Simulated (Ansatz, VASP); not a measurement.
**ZnS in VASP and in Ansatz**

```
CELL_PARAMETERS angstrom
2.60472 2.60472 0.00000
-2.60472 2.60472 0.00000
0.00000 2.60472 2.60472
ATOMIC_POSITIONS crystal
Zn 0.75000 0.25000 0.50000
S 0.00000 0.00000 0.00000
```

Alike in both runs: task single point; functional r2SCAN; k mesh 8 × 8 × 8; no spin polarisation.

|  | VASP | Ansatz |
| --- | --- | --- |
| version | VASP 6.6.1 | Ansatz 0.2.0 |
| potentials or method | VASP PAW PBE potentials, release 64 (Zn, S) | PAW with Ansatz's default frozen-core files, scalar-relativistic |
| plane-wave cutoff (eV) | 520 | 500 |
| occupations | gaussian, width 0.01 eV | fixed |
| valence electrons in the cell | 18 | 18 |

|  | VASP | Ansatz | Ansatz less VASP |
| --- | --- | --- | --- |
| gap on the k mesh at the Fermi level (eV) | 3.20 | 3.18 | -0.021 |
| pressure (GPa) | 10.0 | 10.0 | -0.07 |

VASP's potentials were made for PBE, not for r2SCAN.
